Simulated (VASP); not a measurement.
Bi:

```
Bi
1.0
     2.26750    1.30914    3.97738
    -2.26750    1.30914    3.97738
     0.00000   -2.61828    3.97738
Bi
2
Cartesian
  0.0000 0.0000 9.1400
  0.0000 0.0000 2.7921
```

Base run:

- Program: VASP 6.6.1
- Functional: PBE
- Potentials or basis: VASP PAW PBE potentials, release 64 (Bi_d)
- Cutoff: 520 eV
- k mesh: 6 × 6 × 6
- Occupations: fermi-dirac, width 0.05 eV
- Spin: no spin polarisation

Its results: band gap on the k mesh zero (band 15 reaches 6.16 eV, above the bottom of band 16 at 6.03 eV); pressure 1.6 GPa; largest force 0.071 eV/Å.

Question: The run is repeated on the same cell with these changes: k mesh from 6 × 6 × 6 to 7 × 7 × 7. What comes out?

Answer: Band gap on the k mesh 0.21 eV, indirect (least direct gap 0.51 eV); pressure 1.6 GPa; largest force 0.147 eV/Å.

Caveats: spin-orbit coupling is left out, which moves the levels of the heavy elements.

A k mesh can miss the band edges.
